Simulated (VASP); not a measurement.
Runs of VASP 6.6.1 on HfMg3. Symmetry: I4/mmm, No. 139, tetragonal system. Conventional cell: a = 4.453 Å, b = 4.453 Å, c = 8.969 Å, α = 90.00°, β = 90.00°, γ = 90.00°. Within 4.1 Å of Mg (site symmetry 4/mmm) lie 4 Hf at 3.15 Å and 8 Mg at 3.16 Å. Mg (site symmetry -4m2) has 8 Mg at 3.15 to 3.16 Å and 4 Hf at 3.16 Å within 4.1 Å. Within 4.1 Å of Hf (site symmetry 4/mmm) lie 12 Mg at 3.15 to 3.16 Å. 

| level | potentials or basis | U | k mesh | smearing | gap on the mesh (eV) | pressure (GPa) |
| --- | --- | --- | --- | --- | --- | --- |
| revPBE+D3(BJ) | VASP PAW PBE potentials, release 64 (Mg, Hf_pv) | - | 4 × 4 × 4 | gaussian 0.1 eV | none | -3.5 |
| LDA | VASP PAW LDA potentials, release 64 (Mg, Hf_pv) | - | 4 × 4 × 4 | gaussian 0.1 eV | none | -4.0 |
| PBE | VASP PAW PBE potentials, release 64 (Mg, Hf_pv) | - | 4 × 4 × 4 | methfessel-paxton 0.1 eV | none | -0.4 |
| PBEsol | VASP PAW PBE potentials, release 64 (Mg, Hf_pv) | - | 3 × 3 × 4 | methfessel-paxton 0.272114 eV | none | (a) |
| PBE+U | VASP PAW PBE potentials, release 64 (Mg, Hf_pv) | Hf d U = 1.5 eV | 1 × 1 × 1 | methfessel-paxton 0.093 eV | 0.05 | (b) |

Alike in all rows: task single point; no spin polarisation; cell as given; cutoff (eV) 520.

Problem. Fill in the values left out.

Solution. (a) -1.6; (b) -4.1.

Caveats: all runs use coarse meshes; spin-orbit coupling is left out, which moves the levels of the heavy elements; the PAW data sets were made with another functional, which shifts forces and pressure a little (some runs); three body term missing (some runs); pairwise dispersion overbinds metals, which lowers pressure and volume (some runs); the U is typed as a test and isn't derived for this compound (some runs).

A k mesh can miss the band edges, and the runs leave out spin-orbit coupling on Hf.

A gap of «none» marks levels without a gap at the run's occupations.
